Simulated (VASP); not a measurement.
# Bi (P6_3/mmc) in VASP: a series of runs

Runs on Bi. Level: PBE. Tasks: single point.

Everything below comes from runs of VASP 6.6.1. Logs are shortened: lines on timing, memory, paths and dates and some standing lists are left out, and cuts for length are marked.

## Step 1: The cell of the first run

Symmetry: P6_3/mmc, No. 194, hexagonal system. The conventional cell has a = 5.434 Å, b = 5.434 Å, c = 7.231 Å, α = 90.00°, β = 90.00°, γ = 120.00°. Bi (site symmetry 3m) has 4 Bi at 3.07 to 3.18 Å within 4.0 Å.

This isn't the form of Bi at room conditions, which is rhombohedral.

## Step 2: Single point, PBE

Contents of INCAR:

```
SYSTEM = Bi
  ALGO = Normal
  EDIFF = 1E-6
  ENCUT = 520
  GGA = PE
  ISIF = 2
  ISMEAR = 0
  LASPH = .TRUE.
  LCHARG = .TRUE.
  LELF = .TRUE.
  LREAL = .FALSE.
  LVHAR = .TRUE.
  LWAVE = .FALSE.
  NBANDS = 38
  NELM = 100
  PREC = Accurate
  SIGMA = 0.01
```

Contents of KPOINTS:

```
k-points
0
G
  9 9 6
  0 0 0
```

Contents of POSCAR:

```
Bi
1.0
    5.4335105174      0.0000000000      0.0000000000
   -2.7167552587      4.7055581398      0.0000000000
    0.0000000000      0.0000000000      7.2314932978
Bi
4
Direct
    0.3333333333      0.6666666667      0.4620294107
    0.6666666667      0.3333333333      0.9620294107
    0.6666666667      0.3333333333      0.5379705893
    0.3333333333      0.6666666667      0.0379705893
```

Potentials or basis: VASP PAW PBE potentials, release 64 (Bi_d).

Launch:

```sh
$ cat potpaw_PBE.64/Bi_d/POTCAR > POTCAR
$ mpirun -np 1 vasp_std > vasp.out
```

OUTCAR:

```text
SYSTEM = Bi
   EDIFF = 1E-6
   ENCUT = 520
   GGA = PE
   ISIF = 2
   ISMEAR = 0
   LASPH = .TRUE.
   LREAL = .FALSE.
   NELM = 100
   PREC = Accurate

 ion  position               nearest neighbor table
   1  0.333  0.667  0.462-   4 3.07   3 3.18   3 3.18   3 3.18
   2  0.667  0.333  0.962-   3 3.07   4 3.18   4 3.18   4 3.18
   3  0.667  0.333  0.538-   2 3.07   1 3.18   1 3.18   1 3.18
   4  0.333  0.667  0.038-   1 3.07   2 3.18   2 3.18   2 3.18

  LATTYP: Found a hexagonal cell.
 ALAT       =     5.4335105174
 C/A-ratio  =     1.3309062851

  Lattice vectors:

 A1 = (   5.4335105174,   0.0000000000,   0.0000000000)
 A2 = (  -2.7167552587,   4.7055581398,   0.0000000000)
 A3 = (   0.0000000000,   0.0000000000,   7.2314932978)

Analysis of symmetry for initial positions (statically):
=====================================================================
 Subroutine PRICEL returns:
 Original cell was already a primitive cell.

 Routine SETGRP: Setting up the symmetry group for a
 hexagonal supercell.

 Subroutine GETGRP returns: Found 24 space group operations
 (whereof 12 operations were pure point group operations)
 out of a pool of 24 trial point group operations.

The static configuration has the point symmetry D_3d.
 The point group associated with its full space group is D_6h.

Analysis of symmetry for dynamics (positions and initial velocities):
=====================================================================
 Subroutine PRICEL returns:
 Original cell was already a primitive cell.

 Routine SETGRP: Setting up the symmetry group for a
 hexagonal supercell.

 Subroutine GETGRP returns: Found 24 space group operations
 (whereof 12 operations were pure point group operations)
 out of a pool of 24 trial point group operations.

The dynamic configuration has the point symmetry D_3d.
 The point group associated with its full space group is D_6h.

 Subroutine INISYM returns: Found 24 space group operations
 (whereof 12 operations are pure point group operations),
 and found     1 'primitive' translations

----------------------------------------------------------------------------------------

                                     Primitive cell

  volume of cell :     184.8926

  direct lattice vectors                    reciprocal lattice vectors
     5.433510517  0.000000000  0.000000000     0.184043078  0.106257321  0.000000000
    -2.716755259  4.705558140  0.000000000     0.000000000  0.212514641  0.000000000
     0.000000000  0.000000000  7.231493298     0.000000000  0.000000000  0.138284025

  length of vectors
     5.433510517  5.433510517  7.231493298     0.212514641  0.212514641  0.138284025

  position of ions in fractional coordinates (direct lattice)
     0.333333333  0.666666667  0.462029411
     0.666666667  0.333333333  0.962029411
     0.666666667  0.333333333  0.537970589
     0.333333333  0.666666667  0.037970589

  ion indices of the primitive-cell ions
   primitive index   ion index
                 1           1
                 2           2
                 3           3
                 4           4

----------------------------------------------------------------------------------------

 KPOINTS: k-points

Automatic generation of k-mesh.
 Grid dimensions read from file:
 generate k-points for:    9    9    6

 Generating k-lattice:

  Cartesian coordinates                     Fractional coordinates (reciprocal lattice)
     0.020449231  0.011806369  0.000000000     0.111111111  0.000000000  0.000000000
     0.000000000  0.023612738  0.000000000     0.000000000  0.111111111  0.000000000
     0.000000000  0.000000000  0.023047338     0.000000000  0.000000000  0.166666667

  Length of vectors
     0.023612738  0.023612738  0.023047338

  Shift w.r.t. Gamma in fractional coordinates (k-lattice)
     0.000000000  0.000000000  0.000000000

 Subroutine IBZKPT returns following result:
 ===========================================

 Found     48 irreducible k-points:

 Following reciprocal coordinates:
            Coordinates               Weight
  0.000000  0.000000  0.000000      1.000000
  0.111111  0.000000  0.000000      6.000000
  0.222222 -0.000000  0.000000      6.000000
  0.333333  0.000000  0.000000      6.000000
  0.444444 -0.000000  0.000000      6.000000
  0.111111  0.111111  0.000000      6.000000
[... 16 lines left out ...]
  0.333333  0.222222  0.166667     24.000000
  0.333333  0.333333  0.166667      4.000000
 [... further k-points ...]
   k-points           NKPTS =     48   k-points in BZ     NKDIM =     48   number of bands    NBANDS=     38
   number of dos      NEDOS =    301   number of ions     NIONS =      4
   total plane-waves  NPLWV =  86400
   dimension x,y,z NGX =    40 NGY =   40 NGZ =   54
   dimension x,y,z NGXF=    80 NGYF=   80 NGZF=  108
   ions per type =               4
   NGX,Y,Z   is equivalent  to a cutoff of  12.24, 12.24, 12.41 a.u.
   NGXF,Y,Z  is equivalent  to a cutoff of  24.48, 24.48, 24.83 a.u.
 SYSTEM =  Bi
   PREC   = accura    normal or accurate (medium, high low for compatibility)
   ISTART =      0    job   : 0-new  1-cont  2-samecut
   ICHARG =      2    charge: 1-file 2-atom 10-const
   ISPIN  =      1    spin polarized calculation?
   LNONCOLLINEAR =      F non collinear calculations
   LSORBIT =      F    spin-orbit coupling
   LASPH  =      T    aspherical Exc in radial PAW
   ENCUT  =  520.0 eV  38.22 Ry    6.18 a.u.  10.10 10.10 13.45*2*pi/ulx,y,z
   NELM   =    100;   NELMIN=  2; NELMDL= -5     # of ELM steps
   EDIFF  = 0.1E-05   stopping-criterion for ELM
   LREAL  =      F    real-space projection
   EDIFFG = 0.1E-04   stopping-criterion for IOM
   NSW    =      0    number of steps for IOM
   IBRION =     -1    ionic relax: 0-MD 1-quasi-New 2-CG
   NFREE  =      0    steps in history (QN), initial steepest desc. (CG)
   ISIF   =      2    stress and relaxation
   ISYM   =      2    0-nonsym 1-usesym 2-fastsym
   POTIM  = 0.5000    time-step for ionic-motion
   TEBEG  =    0.0;   TEEND  =   0.0 temperature during run
   PSTRESS=    0.0 pullay stress
   NELECT =      60.0000    total number of electrons
   NUPDOWN=      -1.0000    fix difference up-down
   EMIN   =  10.00;   EMAX   =-10.00  energy-range for DOS
   EFERMI =   0.00;   METHOD = LEGACY
   ISMEAR =     0;   SIGMA  =   0.01  broadening in eV -4-tet -1-fermi 0-gaus
   EFERMI_NEDOS =   21; number of points for ismear=-14 and -15
   IALGO  =     38    algorithm
   IMIX   =      4    mixing-type and parameters
     AMIX     =   0.40;   BMIX     =  1.00
     AMIX_MAG =   1.60;   BMIX_MAG =  1.00
  volume/ion in A,a.u.               =      46.22       311.93
  Fermi-wavevector in a.u.,A,eV,Ry     =   1.124999  2.125939 17.219835  1.265622
  Thomas-Fermi vector in A             =   2.261674
   LORBIT       =      0    0 simple, 1 ext, 2 COOP (PROOUT), +10 PAW based schemes
   GGA     = PE    functional components
   LHFCALC =     F    Hartree Fock is set to
   AEXX    =    0.0000 exact exchange contribution
   IVDW    =     0    specifies the selected vdW correction
   LEPSILON=     F    determine dielectric tensor
   LRPA    =     F    only Hartree local field effects (RPA)
 non-spin polarized calculation
 Gauss-broadening in eV      SIGMA  =   0.01
  energy-cutoff  :      520.00
  volume of cell :      184.89
 maximum number of plane-waves:      5000
   NGX = 21   NGY = 21   NGZ = 27

 number of electron      60.0000011 magnetization

 Free energy of the ion-electron system (eV)
  ---------------------------------------------------
  ext. energy  EPLUGINS =         0.00000000
  ---------------------------------------------------
  free energy    TOTEN  =       -15.24534947 eV

  energy without entropy =      -15.24534947  energy(sigma->0) =      -15.24534947

 E-fermi :   4.3175     XC(G=0):  -8.0460

 val. band max:        4.2434055050   @ k =   0.3333   0.2222   0.0000
 cond. band min:       4.4510133307   @ k =   0.1111   0.1111   0.3333
 fundamental gap:      0.2076078257
 Fermi energy:         4.3174811105

 k-point     1 :       0.0000    0.0000    0.0000
  band No.  band energies     occupation
      1     -18.9678      2.00000
      2     -18.8696      2.00000
      3     -18.8635      2.00000
      4     -18.8635      2.00000
      5     -18.8541      2.00000
      6     -18.8541      2.00000
[... 30 lines left out ...]
     37       9.0539      0.00000
     38       9.0540      0.00000

 k-point     2 :       0.1111    0.0000    0.0000
  band No.  band energies     occupation
      1     -18.9675      2.00000
      2     -18.8912      2.00000
      3     -18.8707      2.00000
      4     -18.8542      2.00000
      5     -18.8502      2.00000
      6     -18.8481      2.00000
[... 30 lines left out ...]
     37       8.9322      0.00000
     38       8.9490      0.00000

 k-point     3 :       0.2222   -0.0000    0.0000
  band No.  band energies     occupation
      1     -18.9663      2.00000
      2     -18.9139      2.00000
      3     -18.8818      2.00000
      4     -18.8623      2.00000
      5     -18.8522      2.00000
      6     -18.8478      2.00000
[... 30 lines left out ...]
     37       8.7796      0.00000
     38       8.7892      0.00000

 k-point     4 :       0.3333    0.0000    0.0000
  band No.  band energies     occupation
      1     -18.9636      2.00000
      2     -18.9324      2.00000
      3     -18.8913      2.00000
      4     -18.8751      2.00000
      5     -18.8594      2.00000
      6     -18.8485      2.00000
[... 30 lines left out ...]
     37       8.4014      0.00000
     38       8.8356      0.00000
[... 703 lines left out ...]
      4     -18.8937      2.00000
      5     -18.8477      2.00000
      6     -18.8445      2.00000
[... 30 lines left out ...]
     37       8.6678      0.00000
     38       8.9565      0.00000

 k-point    23 :       0.3333    0.2222    0.1667
  band No.  band energies     occupation
      1     -18.9532      2.00000
      2     -18.9436      2.00000
      3     -18.9131      2.00000
      4     -18.9030      2.00000
      5     -18.8467      2.00000
      6     -18.8364      2.00000
[... 30 lines left out ...]
     37       9.0595      0.00000
     38       9.0927      0.00000

 k-point    24 :       0.3333    0.3333    0.1667
  band No.  band energies     occupation
      1     -18.9484      2.00000
      2     -18.9484      2.00000
      3     -18.9188      2.00000
      4     -18.9080      2.00000
      5     -18.8465      2.00000
      6     -18.8208      2.00000
[... 30 lines left out ...]
     37       9.3555      0.00000
     38       9.3646      0.00000

 [... further k-points ...]

------------------------ aborting loop because EDIFF is reached ----------------------------------------

  FORCE on cell =-STRESS in cart. coord.  units (eV):
  Direction    XX          YY          ZZ          XY          YZ          ZX
  --------------------------------------------------------------------------------------
  -------------------------------------------------------------------------------------
  Total       -0.0822898     -0.0822898     -0.0738643      0.0000000      0.0000000      0.0000000
  in kB       -0.7130778     -0.7130778     -0.6400674      0.0000000      0.0000000      0.0000000
  external PRESSURE =      -0.6887410 kB  Pullay stress =       0.0000000 kB

 VOLUME and BASIS-vectors are now :
 -----------------------------------------------------------------------------
  energy-cutoff  :      520.00
  volume of cell :      184.89
      direct lattice vectors                 reciprocal lattice vectors
     5.433510517  0.000000000  0.000000000     0.184043078  0.106257321  0.000000000
    -2.716755259  4.705558140  0.000000000     0.000000000  0.212514641  0.000000000
     0.000000000  0.000000000  7.231493298     0.000000000  0.000000000  0.138284025

 POSITION                                       TOTAL-FORCE (eV/Angst)
 -----------------------------------------------------------------------------------
     -0.00000      3.13704      3.34116         0.000000      0.000000      0.002775
      2.71676      1.56852      6.95691        -0.000000      0.000000      0.002775
      2.71676      1.56852      3.89033        -0.000000      0.000000     -0.002775
     -0.00000      3.13704      0.27458         0.000000      0.000000     -0.002775
 -----------------------------------------------------------------------------------
    total drift:                                0.000000      0.000000      0.000000

  FREE ENERGIE OF THE ION-ELECTRON SYSTEM (eV)
  ---------------------------------------------------
  free  energy   TOTEN  =       -15.2453494735 eV

  energy  without entropy=      -15.2453494735  energy(sigma->0) =      -15.24534947
```

It took 3.8 min on 1 thread of Intel Xeon 6975P-C (Granite Rapids), shared host; peak memory 0.4 GiB.

Results:

* Free energy: -15.2453 eV
* Pressure: -0.1 GPa

Forces on the atoms (eV/Å):
```
Bi   0.000  0.000  0.003
Bi   0.000  0.000  0.003
Bi   0.000  0.000 -0.003
Bi   0.000  0.000 -0.003
```

Levels at points of the mesh, in eV from the Fermi level:
| k point | band 28 | band 29 | band 30 | band 31 | band 32 | band 33 |
| --- | --- | --- | --- | --- | --- | --- |
| (0.00, 0.00, 0.00) | -1.75 | -1.75 | -1.53 | 0.16 | 0.16 | 1.70 |
| (0.00, 0.00, 0.50) | -2.51 | -2.26 | -2.26 | 0.93 | 0.93 | 0.93 |

Caveat: spin-orbit coupling is left out, which moves the levels of the heavy elements.

## Step 3: Single point, PBE

This run uses another cell than the first one: it holds 8 atoms, not 4.

Contents of INCAR:

```
  PREC = Accurate
  ENCUT = 520
  EDIFF = 1E-6
  ISMEAR = 0
  SIGMA = 0.1
  LREAL = False
  LASPH = True
  NELM = 60
  ALGO = Fast
  ISIF = 2
  LWAVE = False
  LCHARG = False
  GGA = PE
  NBANDS = 70
```

Contents of KPOINTS:

```
Automatic mesh
0
Gamma
  6 6 2
```

Contents of POSCAR:

```
Bi
1.0
    4.4283737316      0.0000000000      0.0000000000
   -2.2141868657      3.8350841489      0.0000000000
    0.0000000000      0.0000000000     14.4629372311
Bi
8
Direct
    0.0000000000      0.0000000000      0.0937500000
    0.0000000000      0.0000000000      0.5937500000
    0.0000000000      0.0000000000      0.4062500000
    0.0000000000      0.0000000000      0.9062500000
    0.3333333333      0.6666666667      0.1562500000
    0.6666666667      0.3333333333      0.6562500000
    0.3333333333      0.6666666667      0.3437500000
    0.6666666667      0.3333333333      0.8437500000
```

Potentials or basis: VASP PAW PBE potentials, release 64 (Bi_d).

Launch:

```sh
$ cat potpaw_PBE.64/Bi_d/POTCAR > POTCAR
$ mpirun -np 1 vasp_std > vasp.out
```

It took 6 min on 1 thread of Intel Xeon Platinum 8488C (Sapphire Rapids), shared host; peak memory 0.43 GiB.

Results (log left out):

```yaml
Free_energy: -19.2956 eV
Pressure: 35.9 GPa
Largest_force: 0.168 eV/Å
Band_gap_on_the_k_mesh: zero (bands 60 and 61 overlap by 1.08 eV)
```

Forces in eV/Å, atoms in the order of the input:
```
Bi   0.000  0.000  0.048
Bi   0.000  0.000  0.048
Bi   0.000  0.000 -0.048
Bi   0.000  0.000 -0.048
Bi   0.000  0.000  0.168
Bi   0.000  0.000  0.168
Bi   0.000  0.000 -0.168
Bi   0.000  0.000 -0.168
```

Stress tensor (GPa, compression positive):
```
36.59  0.00  0.00
 0.00 36.59  0.00
 0.00  0.00 34.42
```

Levels at points of the mesh, in eV from the Fermi level:
```csv
k point,band 56,band 57,band 58,band 59,band 60,band 61,band 62,band 63,band 64,band 65
"(0.00, 0.00, 0.00)",-2.80,-2.56,-2.07,-1.98,-1.98,0.38,0.38,0.58,1.27,1.27
"(0.50, 0.00, 0.00)",-3.46,-2.80,-2.15,-1.44,-0.86,-0.21,0.76,1.50,1.84,2.24
"(0.00, 0.00, 0.50)",-2.32,-2.32,-2.32,-2.14,-2.14,0.76,0.76,0.76,0.76,0.90
"(0.50, 0.00, 0.50)",-3.76,-1.99,-1.99,-1.23,-1.23,0.11,0.11,1.35,1.35,2.43
```

Caveat: the cell stands under pressure; spin-orbit coupling is left out, which moves the levels of the heavy elements.

## Step 4: Single point, PBE

This run uses another cell than the first one: it holds 8 atoms, not 4.

Contents of INCAR:

```
SYSTEM = Bi
ALGO = Fast ; EDIFF = 1E-6
ENCUT = 520 ; GGA = PE
ISIF = 2 ; ISMEAR = 0
LASPH = .TRUE. ; LCHARG = .FALSE.
LREAL = .FALSE. ; LWAVE = .FALSE.
NBANDS = 70 ; NELM = 60
PREC = Accurate ; SIGMA = 0.1
```

Contents of KPOINTS:

```
k-points
0
G
  6 6 2
  0 0 0
```

Contents of POSCAR:

```
Bi
1.0
    5.4712769030     -0.0000000001      0.0000000000
   -2.7356384514      4.7382647892      0.0000000000
    0.0000000000      0.0000000000     13.7382012926
Bi
8
Direct
    0.0000000000      0.0000000000      0.1128513192
    0.0000000000      0.0000000000      0.6128513192
    0.0000000000      0.0000000000      0.3871486808
    0.0000000000      0.0000000000      0.8871486808
    0.3333333333      0.6666666667      0.1378313327
    0.6666666667      0.3333333333      0.6378313327
    0.3333333333      0.6666666667      0.3621686673
    0.6666666667      0.3333333333      0.8621686673
```

Launch:

```sh
$ cat potpaw_PBE.64/Bi_d/POTCAR > POTCAR
$ mpirun -np 1 vasp_std > vasp.out
```

It took 9.1 min on 1 thread of Intel Xeon Platinum 8488C (Sapphire Rapids), shared host; peak memory 0.56 GiB.

Results (log left out):

| Property | Result |
| --- | --- |
| Free energy | -30.4107 eV |
| Pressure | -0.1 GPa |
| Largest force | 0.010 eV/Å |
| Band gap on the k mesh | zero (bands 60 and 61 overlap by 0.06 eV) |

Forces in eV/Å, atoms in the order of the input:
```
Bi   0.000  0.000 -0.003
Bi   0.000  0.000 -0.003
Bi   0.000  0.000  0.003
Bi   0.000  0.000  0.003
Bi   0.000  0.000 -0.010
Bi   0.000  0.000 -0.010
Bi   0.000  0.000  0.010
Bi   0.000  0.000  0.010
```

Levels at points of the mesh, in eV from the Fermi level:
```csv
k point,band 57,band 58,band 59,band 60,band 61,band 62,band 63,band 64
"(0.00, 0.00, 0.00)",-1.84,-1.73,-1.73,-1.13,0.51,0.51,0.74,0.74
"(0.50, 0.00, 0.00)",-1.72,-1.68,-1.59,-1.01,0.01,1.35,1.80,1.97
"(0.00, 0.00, 0.50)",-1.98,-1.98,-0.99,-0.99,0.66,0.66,0.66,0.66
"(0.50, 0.00, 0.50)",-1.97,-1.97,-1.03,-1.03,1.32,1.32,1.55,1.55
```

Caveat: spin-orbit coupling is left out, which moves the levels of the heavy elements.

## Step 5: The runs side by side

```tsv
cell	k mesh	smearing	gap on the mesh (eV)	pressure (GPa)	largest force (eV/Å)
a = 5.434, b = 5.434, c = 7.231 Å, angles 90.0, 90.0, 120.0°, 4 atoms, atomic positions A	9 × 9 × 6	gaussian 0.01 eV	-	-0.1	-
a = 4.428, b = 4.428, c = 14.463 Å, angles 90.0, 90.0, 120.0°, 8 atoms, atomic positions B	6 × 6 × 2	gaussian 0.1 eV	none	35.9	0.17
a = 5.471, b = 5.471, c = 13.738 Å, angles 90.0, 90.0, 120.0°, 8 atoms, atomic positions C	6 × 6 × 2	gaussian 0.1 eV	none	-0.1	0.01
```

Alike in all rows: task single point; level PBE; potentials or basis VASP PAW PBE potentials, release 64 (Bi_d); no spin polarisation; cutoff (eV) 520.

Caveats: spin-orbit coupling is left out, which moves the levels of the heavy elements; the cell stands under pressure (at least some runs).

Absolute energies hang on the potentials; compare differences alone.
